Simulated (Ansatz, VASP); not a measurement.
## Al2Cu in VASP and in Ansatz

```
CELL_PARAMETERS angstrom
-2.04463 1.99351 2.89123
2.04463 -1.99351 2.89123
2.04463 1.99351 -2.89123
ATOMIC_POSITIONS crystal
Al 0.75000 0.25000 0.50000
Al 0.25000 0.75000 0.50000
Cu 0.50000 0.50000 0.00000
```

Change from the starting cell: strain -0.0250 x Voigt [0, 1, 0, 0, 0, 0], atoms carried along.

Alike in both runs: task single point; functional PBE; k mesh 16 × 16 × 16; occupations gaussian, width 0.15 eV; no spin polarisation.

|  | VASP | Ansatz |
| --- | --- | --- |
| version | VASP 6.6.1 | Ansatz 0.2.0 |
| potentials or method | VASP PAW PBE potentials, release 64 (Al, Cu), cutoff 520 eV | scalar-relativistic, plane waves, PAW |
| valence electrons in the cell | 17 | 25 |

Ansatz gave:

- gap on the k mesh at the Fermi level (eV): none
- pressure (GPa): 2.7
- traceless stress, the component that is largest in VASP (GPa): 2.58
- rms of the force components (eV/Å): 0.065

Task: Estimate VASP's values.

Result: gap on the k mesh at the Fermi level (eV): none; pressure (GPa): 2.8; traceless stress, the component that is largest in VASP (GPa): 2.58; rms of the force components (eV/Å): 0.065.

Atom by atom the forces differ by 0.000 eV/Å (rms over components). A gap of «none» marks a metal or a gap that the smearing closes. VASP's potentials hold 17 valence electrons a cell and Ansatz's 25, so a difference there can come from the potentials and not from the codes.
